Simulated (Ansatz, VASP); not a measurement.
**Two plane-wave programs on HfS2**

```
Hf S
1.0
     3.39325    0.00000    0.00000
    -1.69662    2.93864    0.00000
     0.00000    0.00000    6.51617
Hf S
1 2
Cartesian
  0.0000 0.0000 0.0000
  1.6966 0.9795 4.8715
  0.0000 1.9591 1.6446
```

Alike in both runs: task single point; functional PBE; dispersion D3(BJ); k mesh 12 × 12 × 6; occupations gaussian, width 0.05 eV; no spin polarisation.

|  | VASP | Ansatz |
| --- | --- | --- |
| version | VASP 6.6.1 | Ansatz 0.2.0 |
| potentials or method | VASP PAW PBE potentials, release 64 (Hf_pv, S), cutoff 500 eV | scalar-relativistic, plane waves, PAW |
| valence electrons in the cell | 22 | 38 |

```tsv
	VASP	Ansatz	Ansatz less VASP
gap on the k mesh at the Fermi level (eV)	none	none	-
pressure (GPa)	0.2	0.8	+0.52
traceless stress, the component that is largest in VASP (GPa)	-12.43	-12.35	+0.079
rms of the force components (eV/Å)	0.577	0.543	-0.0334
```

Atom by atom the forces differ by 0.033 eV/Å (rms over components). A gap of «none» marks a metal or a gap that the smearing closes. VASP's potentials hold 22 valence electrons a cell and Ansatz's 38, so a difference there can come from the potentials and not from the codes.

Spin-orbit coupling is off throughout.
